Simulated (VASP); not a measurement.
# Li (Im-3m) in VASP: further runs

The runs below take Li through relaxation of cell and atoms, single point, with PBEsol, HSE06.

Everything below comes from runs of VASP 6.6.1. Logs are shortened: lines on timing, memory, paths and dates and some standing lists are left out, and cuts for length are marked.

### Step 1. The cell of the first run

It takes space group Im-3m (No. 229, cubic). Conventional cell: a = 3.509 Å, b = 3.509 Å, c = 3.509 Å, α = 90.00°, β = 90.00°, γ = 90.00°. Within 4.0 Å of Li (site symmetry m-3m) lie 14 Li at 3.04 to 3.51 Å.

### Step 2. Relaxation of cell and atoms, PBEsol, target pressure 5 GPa, at which the enthalpy is minimised

Input file INCAR:

```
PREC = Accurate ; ENCUT = 600
EDIFF = 1E-7 ; ISMEAR = -1
SIGMA = 0.05 ; LREAL = False
LASPH = True ; NELM = 60
ALGO = Normal ; ISIF = 3
LWAVE = False ; LCHARG = False
GGA = PS ; IBRION = 2
NSW = 60 ; EDIFFG = -0.01
PSTRESS = 50.0
```

Input file KPOINTS:

```
Automatic mesh
0
Gamma
  11 11 11
```

Input file POSCAR:

```
Li
1.0
   -1.7546500000      1.7546500000      1.7546500000
    1.7546500000     -1.7546500000      1.7546500000
    1.7546500000      1.7546500000     -1.7546500000
Li
1
Direct
    0.0000000000      0.0000000000      0.0000000000
```

Potentials or basis: VASP PAW PBE potentials, release 64 (Li_sv).

Run with:

```sh
$ cat potpaw_PBE.64/Li_sv/POTCAR > POTCAR
$ mpirun -np 1 vasp_std > vasp.out
```

OUTCAR:

```text
PREC = Accurate
   ENCUT = 600
   EDIFF = 1E-7
   ISMEAR = -1
   LREAL = False
   LASPH = True
   NELM = 60
   ISIF = 3
   GGA = PS
   IBRION = 2
   NSW = 60
   EDIFFG = -0.01
   PSTRESS = 50.0

 ion  position               nearest neighbor table
   1  0.000  0.000  0.000-

  LATTYP: Found a body centered cubic cell.
 ALAT       =     3.5093000000

  Lattice vectors:

 A1 = (  -1.7546500000,   1.7546500000,   1.7546500000)
 A2 = (   1.7546500000,  -1.7546500000,   1.7546500000)
 A3 = (   1.7546500000,   1.7546500000,  -1.7546500000)

Analysis of symmetry for initial positions (statically):
=====================================================================
 Subroutine PRICEL returns:
 Original cell was already a primitive cell.

 Routine SETGRP: Setting up the symmetry group for a
 body centered cubic supercell.

 Subroutine GETGRP returns: Found 48 space group operations
 (whereof 48 operations were pure point group operations)
 out of a pool of 48 trial point group operations.

The static configuration has the point symmetry O_h .

Analysis of symmetry for dynamics (positions and initial velocities):
=====================================================================
 Subroutine PRICEL returns:
 Original cell was already a primitive cell.

 Routine SETGRP: Setting up the symmetry group for a
 body centered cubic supercell.

 Subroutine GETGRP returns: Found 48 space group operations
 (whereof 48 operations were pure point group operations)
 out of a pool of 48 trial point group operations.

The dynamic configuration has the point symmetry O_h .

 Subroutine INISYM returns: Found 48 space group operations
 (whereof 48 operations are pure point group operations),
 and found     1 'primitive' translations

----------------------------------------------------------------------------------------

                                     Primitive cell

  volume of cell :      21.6088

  direct lattice vectors                    reciprocal lattice vectors
    -1.754650000  1.754650000  1.754650000     0.000000000  0.284957114  0.284957114
     1.754650000 -1.754650000  1.754650000     0.284957114  0.000000000  0.284957114
     1.754650000  1.754650000 -1.754650000     0.284957114  0.284957114  0.000000000

  length of vectors
     3.039142950  3.039142950  3.039142950     0.402990215  0.402990215  0.402990215

  position of ions in fractional coordinates (direct lattice)
     0.000000000  0.000000000  0.000000000

  ion indices of the primitive-cell ions
   primitive index   ion index
                 1           1

----------------------------------------------------------------------------------------

 KPOINTS: Automatic mesh

Automatic generation of k-mesh.
 Grid dimensions read from file:
 generate k-points for:   11   11   11

 Generating k-lattice:

  Cartesian coordinates                     Fractional coordinates (reciprocal lattice)
     0.000000000  0.025905192  0.025905192     0.090909091  0.000000000  0.000000000
     0.025905192  0.000000000  0.025905192     0.000000000  0.090909091  0.000000000
     0.025905192  0.025905192  0.000000000     0.000000000  0.000000000  0.090909091

  Length of vectors
     0.036635474  0.036635474  0.036635474

  Shift w.r.t. Gamma in fractional coordinates (k-lattice)
     0.000000000  0.000000000  0.000000000

 Subroutine IBZKPT returns following result:
 ===========================================

 Found     56 irreducible k-points:

 Following reciprocal coordinates:
            Coordinates               Weight
  0.000000  0.000000  0.000000      1.000000
  0.090909  0.000000  0.000000     12.000000
  0.181818  0.000000  0.000000     12.000000
  0.272727  0.000000  0.000000     12.000000
  0.363636  0.000000  0.000000     12.000000
  0.454545  0.000000  0.000000     12.000000
[... 16 lines left out ...]
  0.272727  0.181818  0.090909     48.000000
  0.363636  0.181818  0.090909     24.000000
 [... further k-points ...]
   k-points           NKPTS =     56   k-points in BZ     NKDIM =     56   number of bands    NBANDS=      5
   number of dos      NEDOS =    301   number of ions     NIONS =      1
   total plane-waves  NPLWV =  13824
   dimension x,y,z NGX =    24 NGY =   24 NGZ =   24
   dimension x,y,z NGXF=    48 NGYF=   48 NGZF=   48
   ions per type =               1
   NGX,Y,Z   is equivalent  to a cutoff of  13.13, 13.13, 13.13 a.u.
   NGXF,Y,Z  is equivalent  to a cutoff of  26.26, 26.26, 26.26 a.u.
 SYSTEM =  unknown system
   PREC   = accura    normal or accurate (medium, high low for compatibility)
   ISTART =      0    job   : 0-new  1-cont  2-samecut
   ICHARG =      2    charge: 1-file 2-atom 10-const
   ISPIN  =      1    spin polarized calculation?
   LNONCOLLINEAR =      F non collinear calculations
   LSORBIT =      F    spin-orbit coupling
   LASPH  =      T    aspherical Exc in radial PAW
   ENCUT  =  600.0 eV  44.10 Ry    6.64 a.u.   6.07  6.07  6.07*2*pi/ulx,y,z
   NELM   =     60;   NELMIN=  2; NELMDL= -5     # of ELM steps
   EDIFF  = 0.1E-06   stopping-criterion for ELM
   LREAL  =      F    real-space projection
   EDIFFG = -.1E-01   stopping-criterion for IOM
   NSW    =     60    number of steps for IOM
   IBRION =      2    ionic relax: 0-MD 1-quasi-New 2-CG
   NFREE  =      1    steps in history (QN), initial steepest desc. (CG)
   ISIF   =      3    stress and relaxation
   ISYM   =      2    0-nonsym 1-usesym 2-fastsym
   POTIM  = 0.5000    time-step for ionic-motion
   TEBEG  =    0.0;   TEEND  =   0.0 temperature during run
   PSTRESS=   50.0 pullay stress
   NELECT =       3.0000    total number of electrons
   NUPDOWN=      -1.0000    fix difference up-down
   EMIN   =  10.00;   EMAX   =-10.00  energy-range for DOS
   EFERMI =   0.00;   METHOD = LEGACY
   ISMEAR =    -1;   SIGMA  =   0.05  broadening in eV -4-tet -1-fermi 0-gaus
   EFERMI_NEDOS =   21; number of points for ismear=-14 and -15
   IALGO  =     38    algorithm
   IMIX   =      4    mixing-type and parameters
     AMIX     =   0.40;   BMIX     =  1.00
     AMIX_MAG =   1.60;   BMIX_MAG =  1.00
  volume/ion in A,a.u.               =      21.61       145.82
  Fermi-wavevector in a.u.,A,eV,Ry     =   0.847692  1.601906  9.776898  0.718582
  Thomas-Fermi vector in A             =   1.963238
   LORBIT       =      0    0 simple, 1 ext, 2 COOP (PROOUT), +10 PAW based schemes
   GGA     = PS    functional components
   LHFCALC =     F    Hartree Fock is set to
   AEXX    =    0.0000 exact exchange contribution
   IVDW    =     0    specifies the selected vdW correction
   LEPSILON=     F    determine dielectric tensor
   LRPA    =     F    only Hartree local field effects (RPA)
 conjugate gradient relaxation of ions
 non-spin polarized calculation
  energy-cutoff  :      600.00
  volume of cell :       21.61
 maximum number of plane-waves:       730
   NGX = 13   NGY = 13   NGZ = 13

--------------------------------------- Ionic step        1  -------------------------------------------

 number of electron       2.9999991 magnetization

 Free energy of the ion-electron system (eV)
  ---------------------------------------------------
  ext. energy  EPLUGINS =         0.00000000
  ---------------------------------------------------
  free energy    TOTEN  =        -1.96806264 eV

  energy without entropy =       -1.96434173  energy(sigma->0) =       -1.96620218

------------------------ aborting loop because EDIFF is reached ----------------------------------------

  FORCE on cell =-STRESS in cart. coord.  units (eV):
  Direction    XX          YY          ZZ          XY          YZ          ZX
  --------------------------------------------------------------------------------------
  -------------------------------------------------------------------------------------
  Total       -0.1249954     -0.1249954     -0.1249954     -0.0000000     -0.0000000      0.0000000
  in kB       -9.2677272     -9.2677272     -9.2677272     -0.0000000     -0.0000000      0.0000000
  external PRESSURE =     -59.2677272 kB  Pullay stress =      50.0000000 kB

 VOLUME and BASIS-vectors are now :
 -----------------------------------------------------------------------------
  energy-cutoff  :      600.00
  volume of cell :       21.61
      direct lattice vectors                 reciprocal lattice vectors
    -1.754650000  1.754650000  1.754650000     0.000000000  0.284957114  0.284957114
     1.754650000 -1.754650000  1.754650000     0.284957114  0.000000000  0.284957114
     1.754650000  1.754650000 -1.754650000     0.284957114  0.284957114  0.000000000
[... 118 lines left out ...]
  FREE ENERGIE OF THE ION-ELECTRON SYSTEM (eV)
  ---------------------------------------------------
  free  energy   TOTEN  =        -1.9137989325 eV

  energy  without entropy=       -1.9099592522  energy(sigma->0) =       -1.91187909

  enthalpy is  TOTEN    =        -1.4266109393 eV   P V=        0.4871879932

--------------------------------------- Ionic step        5  -------------------------------------------

 number of electron       3.0000006 magnetization

 Free energy of the ion-electron system (eV)
  ---------------------------------------------------
  ext. energy  EPLUGINS =         0.00000000
  ---------------------------------------------------
  free energy    TOTEN  =        -1.91841686 eV

  energy without entropy =       -1.91458059  energy(sigma->0) =       -1.91649873

 E-fermi :   1.4180     XC(G=0):  -7.6637

 val. band max:        1.3902269662   @ k =  -0.3636   0.4545   0.0909
 cond. band min:       1.5792221942   @ k =  -0.4545   0.4545   0.0909
 fundamental gap:      0.1889952280
 Fermi energy:         1.4180085394

 k-point     1 :       0.0000    0.0000    0.0000
  band No.  band energies     occupation
      1     -44.1023      2.00000
      2      -2.4593      2.00000
      3      18.8462      0.00000
      4      18.8462      0.00000
      5      18.8462      0.00000

 k-point     2 :       0.0909    0.0000    0.0000
  band No.  band energies     occupation
      1     -44.0981      2.00000
      2      -2.2922      2.00000
      3      17.5397      0.00000
      4      17.9546      0.00000
      5      18.4984      0.00000

 k-point     3 :       0.1818    0.0000    0.0000
  band No.  band energies     occupation
      1     -44.0867      2.00000
      2      -1.7856      2.00000
      3      14.3258      0.00000
      4      16.4457      0.00000
      5      17.6140      0.00000
[... 153 lines left out ...]
 k-point    23 :       0.2727    0.1818    0.0909
  band No.  band energies     occupation
      1     -44.0489      2.00000
      2       1.7610      0.00209
      3       6.7331      0.00000
      4       9.6813      0.00000
      5      13.0911      0.00000

 k-point    24 :       0.3636    0.1818    0.0909
  band No.  band energies     occupation
      1     -44.0459      2.00000
      2       2.7467      0.00000
      3       5.3452      0.00000
      4       9.4075      0.00000
      5      12.9586      0.00000

 [... further k-points ...]
[... 5 lines left out ...]
  --------------------------------------------------------------------------------------
  -------------------------------------------------------------------------------------
  Total        0.4904572      0.4904572      0.4904572     -0.0000000     -0.0000000     -0.0000000
  in kB       49.8746918     49.8746918     49.8746918     -0.0000000     -0.0000000     -0.0000000
  external PRESSURE =      -0.1253082 kB  Pullay stress =      50.0000000 kB

 VOLUME and BASIS-vectors are now :
 -----------------------------------------------------------------------------
  energy-cutoff  :      600.00
  volume of cell :       15.76
      direct lattice vectors                 reciprocal lattice vectors
    -1.579272796  1.579272796  1.579272796     0.000000000  0.316601414  0.316601414
     1.579272796 -1.579272796  1.579272796     0.316601414  0.000000000  0.316601414
     1.579272796  1.579272796 -1.579272796     0.316601414  0.316601414  0.000000000

 POSITION                                       TOTAL-FORCE (eV/Angst)
 -----------------------------------------------------------------------------------
     -0.00000      0.00000      0.00000         0.000000     -0.000000      0.000000
 -----------------------------------------------------------------------------------
    total drift:                               -0.000000     -0.000000      0.000000

  FREE ENERGIE OF THE ION-ELECTRON SYSTEM (eV)
  ---------------------------------------------------
  free  energy   TOTEN  =        -1.9184168610 eV

  energy  without entropy=       -1.9145805932  energy(sigma->0) =       -1.91649873

  enthalpy is  TOTEN    =        -1.4267274258 eV   P V=        0.4916894352

 reached required accuracy - stopping structural energy minimisation
```

Run time: 24 s. Hardware: 1 thread of AMD EPYC 7R13 (Zen 3), shared host; peak memory 0.1 GiB.

Results:

```yaml
Free_energy: -1.9184 eV
Relaxed_volume: 15.76 Å³/atom
Relaxed_cell: a = 2.735 Å, b = 2.735 Å, c = 2.735 Å, α = 109.47°, β = 109.47°, γ = 109.47°
Space_group_after_relaxing_to_0.05_Å: Im-3m (No. 229)
Energy_change_on_relaxing_the_enthalpy_is_what_falls: +49.6 meV/atom
Ionic_steps: 5
Pressure_after_relaxing: 5.0 GPa
```

Step by step:
```csv
step,energy change (eV),largest force (eV/Å),pressure (GPa),volume (Å³)
1,0.0000,0.0000,-0.93,21.61
2,-0.0037,0.0000,0.58,19.20
3,0.0248,0.0000,3.36,16.72
4,0.0543,0.0000,5.27,15.61
5,0.0496,0.0000,4.99,15.76
```

Final structure:
```xyz
1
Lattice="-1.5793 1.5793 1.5793 1.5793 -1.5793 1.5793 1.5793 1.5793 -1.5793" Properties=species:S:1:pos:R:3 pbc="T T T"
Li    0.0000    0.0000    0.0000
```

Caveat: the cutoff is under 1.25 times the usual one of these potentials, so pressure, stress and relaxed cells hold a basis-set (Pulay) error; the cell is relaxed towards a set pressure, so the enthalpy falls and the energy may rise; the volume moved by over 15 % at a fixed basis, so the end points are rough; the PAW data sets were made with another functional, which shifts forces and pressure a little.

[end of part 1 of 2]
